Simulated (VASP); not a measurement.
# CuO (C2/c) in VASP: notebook

Runs on CuO. Level: PBEsol+U. Tasks: single point.

Program: VASP 6.6.1. These are calculated values, not measurements. Logs are shortened: lines on timing, memory, paths and dates and some standing lists are left out, and cuts for length are marked.

## Step 1: The cell of the first run

The structure is monoclinic, space group C2/c (No. 15). Conventional cell: a = 4.684 Å, b = 3.423 Å, c = 5.129 Å, α = 90.00°, β = 99.54°, γ = 90.00°. Within 2.6 Å of Cu (site symmetry -1) lie 4 O at 1.95 to 1.96 Å. Within 3.0 Å of O (site symmetry 2) lie 6 Cu at 1.95 to 2.78 Å and 6 O at 2.62 to 2.90 Å.

## Step 2: Single point, PBEsol+U, collinear spin

File INCAR:

```
PREC = Accurate
ENCUT = 520
EDIFF = 1E-6
ISMEAR = 0
SIGMA = 0.05
LREAL = F
LASPH = T
NELM = 150
ALGO = Normal
ISIF = 2
LWAVE = F
LCHARG = F
ISPIN = 2
MAGMOM = 1 1 1 1 0 0 0 0
LORBIT = 11
LMAXMIX = 4
LDAU = T
LDAUTYPE = 2
LDAUL = 2 -1
LDAUU = 7 0
LDAUJ = 0 0
LDAUPRINT = 1
GGA = PS
NBANDS = 48
```

File KPOINTS:

```
Automatic mesh
0
Gamma
  7 7 4
```

File POSCAR:

```
CuO
1.0
    4.6836992400      0.0000000000      0.0000000000
    4.6836992400      3.4225994400      0.0000000000
   -0.8500298600      0.0000000000      5.0578691900
Cu O
4 4
Direct
    0.0000000000      0.2500000000      0.0000000000
    0.5000000000      0.7500000000      0.5000000000
    0.0000000000      0.7500000000      0.0000000000
    0.5000000000      0.2500000000      0.5000000000
    0.5816000000      0.9184000000      0.2500000000
    0.4184000000      0.0816000000      0.7500000000
    0.5816000000      0.4184000000      0.2500000000
    0.4184000000      0.5816000000      0.7500000000
```

Potentials or basis: VASP PAW PBE potentials, release 64 (Cu, O).

Run with:

```bash
$ cat potpaw_PBE.64/Cu/POTCAR potpaw_PBE.64/O/POTCAR > POTCAR
$ mpirun -np 1 vasp_std > vasp.out
```

OUTCAR:

```text
PREC = Accurate
   ENCUT = 520
   EDIFF = 1E-6
   ISMEAR = 0
   LREAL = F
   LASPH = T
   NELM = 150
   ISIF = 2
   ISPIN = 2
   LORBIT = 11
   GGA = PS

 ion  position               nearest neighbor table
   1  0.000  0.250  0.000-   5 1.95   8 1.95   7 1.96   6 1.96
   2  0.500  0.750  0.500-   6 1.95   7 1.95   5 1.96   8 1.96
   3  0.000  0.750  0.000-   7 1.95   6 1.95   8 1.96   5 1.96
   4  0.500  0.250  0.500-   5 1.95   8 1.95   7 1.96   6 1.96
   5  0.582  0.918  0.250-   4 1.95   1 1.95   2 1.96   3 1.96
   6  0.418  0.082  0.750-   2 1.95   3 1.95   4 1.96   1 1.96
   7  0.582  0.418  0.250-   2 1.95   3 1.95   4 1.96   1 1.96
   8  0.418  0.582  0.750-   4 1.95   1 1.95   2 1.96   3 1.96

  LATTYP: Found a simple monoclinic cell.
 ALAT       =     4.6836992400
 B/A-ratio  =     0.7307470580
 C/A-ratio  =     1.0950319264
 COS(beta)  =    -0.1657365907

  Lattice vectors:

 A1 = (   4.6836992400,   0.0000000000,   0.0000000000)
 A2 = (   0.0000000000,   3.4225994400,   0.0000000000)
 A3 = (  -0.8500298600,   0.0000000000,   5.0578691900)

Analysis of symmetry for initial positions (statically):
=====================================================================
 Subroutine PRICEL returns following result:

  LATTYP: Found a base centered monoclinic cell.
 ALAT       =     4.6836992400
 B/A-ratio  =     0.7307470580
 C/A-ratio  =     1.0950319264
 COS(beta)  =    -0.1657365907
[... 12 lines left out ...]
 Subroutine GETGRP returns: Found  4 space group operations
 (whereof  2 operations were pure point group operations)
 out of a pool of  4 trial point group operations.

The static configuration has the point symmetry S_2 .
 The point group associated with its full space group is C_2h.

Analysis of symmetry for dynamics (positions and initial velocities):
=====================================================================
 Subroutine PRICEL returns following result:

  LATTYP: Found a base centered monoclinic cell.
[... 322 lines left out ...]
  o =  0.9790  v =  0.0904 -0.4828 -0.0232  0.0450 -0.8696  0.0000  0.0000  0.0000  0.0000  0.0000      0.0000  0.0000  0.0000  0.0000  0.0000  0.0000  0.0000  0.0000  0.0000  0.0000
  o =  0.9822  v =  0.0000  0.0000  0.0000  0.0000  0.0000  0.5037 -0.1824 -0.8247  0.1150  0.1403      0.0000  0.0000  0.0000  0.0000  0.0000  0.0000  0.0000  0.0000  0.0000  0.0000
  o =  0.9842  v = -0.5049  0.1662  0.8186 -0.1316 -0.1734  0.0000  0.0000  0.0000  0.0000  0.0000      0.0000  0.0000  0.0000  0.0000  0.0000  0.0000  0.0000  0.0000  0.0000  0.0000
  o =  1.0374  v =  0.0850  0.5639  0.0070  0.7778 -0.2642  0.0000  0.0000  0.0000  0.0000  0.0000      0.0000  0.0000  0.0000  0.0000  0.0000  0.0000  0.0000  0.0000  0.0000  0.0000

 number of electron      68.0000016 magnetization       4.0001040

 Free energy of the ion-electron system (eV)
  ---------------------------------------------------
  ext. energy  EPLUGINS =         0.00000000
  ---------------------------------------------------
  free energy    TOTEN  =       -35.16227311 eV

  energy without entropy =      -35.16227311  energy(sigma->0) =      -35.16227311

 E-fermi :   5.2280     XC(G=0): -12.1170

 val. band max:        4.9516453817   @ k =   0.0000   0.0000   0.0000
 cond. band min:       5.8461773314   @ k =   0.0000   0.1429   0.0000
 fundamental gap:      0.8945319497
 Fermi energy:         5.2279950259

 spin component 1

 k-point     1 :       0.0000    0.0000    0.0000
  band No.  band energies     occupation
      1     -14.2293      1.00000
      2     -12.8650      1.00000
      3     -12.8460      1.00000
      4     -12.8007      1.00000
      5      -3.5179      1.00000
      6      -3.2042      1.00000
[... 2345 lines left out ...]
     45      17.7545      0.00000
     46      18.6716      0.00000

 [... further k-points ...]

 [bands above 46 left out]

------------------------ aborting loop because EDIFF is reached ----------------------------------------

  FORCE on cell =-STRESS in cart. coord.  units (eV):
  Direction    XX          YY          ZZ          XY          YZ          ZX
  --------------------------------------------------------------------------------------
  -------------------------------------------------------------------------------------
  Total       -3.4082617     -2.2400289     -3.4158759      0.0000000      0.0000000      0.6916187
  in kB      -67.3489525    -44.2640904    -67.4994132      0.0000000      0.0000000     13.6667301
  external PRESSURE =     -59.7041520 kB  Pullay stress =       0.0000000 kB

 VOLUME and BASIS-vectors are now :
 -----------------------------------------------------------------------------
  energy-cutoff  :      520.00
  volume of cell :       81.08
      direct lattice vectors                 reciprocal lattice vectors
     4.683699240  0.000000000  0.000000000     0.213506451 -0.292175587  0.035882078
     4.683699240  3.422599440  0.000000000     0.000000000  0.292175587  0.000000000
    -0.850029860  0.000000000  5.057869190     0.000000000  0.000000000  0.197711717

 POSITION                                       TOTAL-FORCE (eV/Angst)
 -----------------------------------------------------------------------------------
      1.17092      0.85565      0.00000        -0.000000      0.000000     -0.000000
      5.42961      2.56695      2.52893        -0.000000      0.000000      0.000000
      3.51277      2.56695      0.00000        -0.000000      0.000000     -0.000000
      3.08776      0.85565      2.52893        -0.000000     -0.000000      0.000000
      6.81304      3.14332      1.26447         0.000000      0.093210      0.000000
      1.70433      0.27928      3.79340        -0.000000     -0.093210     -0.000000
      4.47119      1.43202      1.26447         0.000000      0.093210      0.000000
      4.04618      1.99058      3.79340        -0.000000     -0.093210     -0.000000
 -----------------------------------------------------------------------------------
    total drift:                                0.000000     -0.000000      0.000000

  FREE ENERGIE OF THE ION-ELECTRON SYSTEM (eV)
  ---------------------------------------------------
  free  energy   TOTEN  =       -35.1622731058 eV

  energy  without entropy=      -35.1622731058  energy(sigma->0) =      -35.16227311

 total charge

# of ion       s       p       d       tot
------------------------------------------
    1        0.380   0.399   9.161   9.940
    2        0.380   0.399   9.161   9.940
    3        0.380   0.399   9.161   9.940
    4        0.380   0.399   9.161   9.940
    5        1.549   3.431   0.000   4.980
    6        1.549   3.431   0.000   4.980
    7        1.549   3.431   0.000   4.980
    8        1.549   3.431   0.000   4.980
--------------------------------------------------
tot          7.715  15.319  36.644  59.677

 magnetization (x)

# of ion       s       p       d       tot
------------------------------------------
    1       -0.002   0.003   0.713   0.714
    2       -0.002   0.003   0.713   0.714
    3       -0.002   0.003   0.713   0.714
    4       -0.002   0.003   0.713   0.714
    5        0.018   0.237   0.000   0.255
    6        0.018   0.237   0.000   0.255
    7        0.018   0.237   0.000   0.255
    8        0.018   0.237   0.000   0.255
--------------------------------------------------
tot          0.062   0.960   2.852   3.874
```

OSZICAR:

```text
N       E                     dE             d eps       ncg     rms          rms(c)
DAV:   1     0.804504324227E+03    0.80450E+03   -0.30318E+04 12232   0.233E+03
DAV:   2     0.128129276656E+03   -0.67638E+03   -0.62114E+03 11528   0.528E+02
DAV:   3    -0.272725873260E+02   -0.15540E+03   -0.14644E+03 12536   0.239E+02
DAV:   4    -0.393074726911E+02   -0.12035E+02   -0.11779E+02 14968   0.757E+01
DAV:   5    -0.395285313930E+02   -0.22106E+00   -0.22093E+00 13944   0.113E+01    0.202E+01
DAV:   6    -0.337441362258E+02    0.57844E+01   -0.41957E+01 18112   0.162E+02    0.815E+00
DAV:   7    -0.349891240653E+02   -0.12450E+01   -0.11342E+01 16320   0.579E+01    0.488E+00
DAV:   8    -0.350676883820E+02   -0.78564E-01   -0.16955E+00 18256   0.231E+01    0.336E+00
DAV:   9    -0.351107378064E+02   -0.43049E-01   -0.34157E-01 18536   0.163E+01    0.132E+00
DAV:  10    -0.351543002901E+02   -0.43562E-01   -0.14568E-01 19376   0.856E+00    0.292E-01
DAV:  11    -0.351601864408E+02   -0.58862E-02   -0.42368E-02 18184   0.365E+00    0.139E-01
DAV:  12    -0.351617497905E+02   -0.15633E-02   -0.30030E-03 17648   0.105E+00    0.884E-02
DAV:  13    -0.351622001481E+02   -0.45036E-03   -0.47855E-04 18912   0.426E-01    0.729E-02
DAV:  14    -0.351622349628E+02   -0.34815E-04   -0.23849E-04 19664   0.362E-01    0.175E-02
DAV:  15    -0.351622612106E+02   -0.26248E-04   -0.12298E-04 18824   0.143E-01    0.125E-02
DAV:  16    -0.351622692345E+02   -0.80238E-05   -0.19822E-05 18584   0.949E-02    0.110E-02
DAV:  17    -0.351622727702E+02   -0.35358E-05   -0.62733E-06 14832   0.556E-02    0.828E-03
DAV:  18    -0.351622731058E+02   -0.33553E-06   -0.32252E-06  9856   0.239E-02
   1 F= -.35162273E+02 E0= -.35162273E+02  d E =-.389433E-17  mag=     4.0000
```

Run time: 8.3 min. Hardware: 1 thread of AMD EPYC 9R45 (Zen 5), shared host; peak memory 0.47 GiB.

Results:

```
Free energy                                           : -35.1623 eV
Pressure                                              : -6.0 GPa
Largest force                                         : 0.093 eV/Å
Band gap on the k mesh                                : 0.89 eV
Net moment                                            : 4.00 μB per cell
Site moments                                          : Cu +0.71; O +0.26 μB
Valence electrons inside the program's atomic spheres : Cu 9.94; O 4.98
```

Forces on the atoms (eV/Å):
```
Cu   0.000  0.000  0.000
Cu   0.000  0.000  0.000
Cu   0.000  0.000  0.000
Cu   0.000  0.000  0.000
O    0.000  0.093  0.000
O    0.000 -0.093  0.000
O    0.000  0.093  0.000
O    0.000 -0.093  0.000
```

Stress tensor (GPa, compression positive):
```
-6.73  0.00  1.37
 0.00 -4.43  0.00
 1.37  0.00 -6.75
```

Eigenvalues of the final occupation matrices:
| site | spin | trace | eigenvalues |
| --- | --- | --- | --- |
| site 1 d | 1 | 4.95 | 0.97 0.98 0.98 0.98 1.04 |
| site 1 d | 2 | 4.23 | 0.34 0.96 0.97 0.97 0.98 |
| site 2 d | 1 | 4.95 | 0.97 0.98 0.98 0.98 1.04 |
| site 2 d | 2 | 4.23 | 0.34 0.96 0.97 0.97 0.98 |
| site 3 d | 1 | 4.95 | 0.97 0.98 0.98 0.98 1.04 |
| site 3 d | 2 | 4.23 | 0.34 0.96 0.97 0.97 0.98 |
| site 4 d | 1 | 4.95 | 0.97 0.98 0.98 0.98 1.04 |
| site 4 d | 2 | 4.23 | 0.34 0.96 0.97 0.97 0.98 |

Caveat: the cell stands under tension; the PAW data sets were made with another functional, which shifts forces and pressure a little.

[end of part 1 of 2]
